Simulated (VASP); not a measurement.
LiSm, 2 atoms in the cell. Symmetry: Fm-3m, No. 225, cubic system. Conventional cell: a = 5.097 Å, b = 5.097 Å, c = 5.097 Å, α = 90.00°, β = 90.00°, γ = 90.00°. Within 3.4 Å of Li (site symmetry m-3m) lie 6 Sm at 2.55 Å. Within 3.4 Å of Sm (site symmetry m-3m) lie 6 Li at 2.55 Å. The cell was generated, and may not be a known phase.

```yaml
Program: VASP 6.6.1
Task: relaxation of cell and atoms
Functional: PBE
Potentials_or_basis: VASP PAW PBE potentials, release 64 (Li_sv, Sm_3), 4f in core
Cutoff: 750 eV
k_mesh: 6 × 6 × 6
Occupations: gaussian, width 0.1 eV
Spin: no spin polarisation
Dipole_correction: no
Further_INCAR_settings: ALGO = Normal; EDIFF = 1e-07; IBRION = 2; EDIFFG = -0.04; NSW = 90; ISIF = 3
```

Potentials or basis: VASP PAW PBE potentials, release 64 (Li_sv, Sm_3), 4f in core.

The run is started by

```sh
$ cat potpaw_PBE.64/Li_sv/POTCAR potpaw_PBE.64/Sm_3/POTCAR > POTCAR
$ mpirun -np 1 vasp_std > vasp.out
```

Hardware: 1 thread of AMD EPYC 9R45 96-Core Processor (Zen 5) (shared host).

Q: How long does it take, and how much memory?

A: It took 25 s on 1 thread of AMD EPYC 9R45 96-Core Processor (Zen 5), on a shared host, peak memory 0.16 GiB. Counts: scf iterations 43, k points 16, ion steps 4.
